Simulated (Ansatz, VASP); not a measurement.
## W in VASP and in Ansatz

```
CELL_PARAMETERS angstrom
-1.59730 1.59730 1.66119
1.59730 -1.59730 1.66119
1.59730 1.59730 -1.66119
ATOMIC_POSITIONS crystal
W 0.00000 0.00000 0.00000
```

Change from the starting cell: strain +0.000 along x and y, +0.040 along z, atoms carried along.

Alike in both runs: task single point; functional PBEsol; k mesh 20 × 20 × 20; occupations gaussian, width 0.15 eV; no spin polarisation.

|  | VASP | Ansatz |
| --- | --- | --- |
| version | VASP 6.6.1 | Ansatz 0.2.0 |
| potentials or method | VASP PAW PBE potentials, release 64 (W_sv), cutoff 520 eV | scalar-relativistic, plane waves, PAW |
| valence electrons in the cell | 14 | 14 |

```csv
,VASP,Ansatz,Ansatz less VASP
gap on the k mesh at the Fermi level (eV),none,none,-
pressure (GPa),-20.7,-21.1,-0.37
"traceless stress, the component that is largest in VASP (GPa)",-7.33,-7.33,-0.005
```

VASP's potentials were made for PBE, not for PBEsol. A gap of «none» marks a metal or a gap that the smearing closes. The functional is the same, so the differences come from potentials, cutoffs and numerics.

Neither program's run includes spin-orbit coupling.
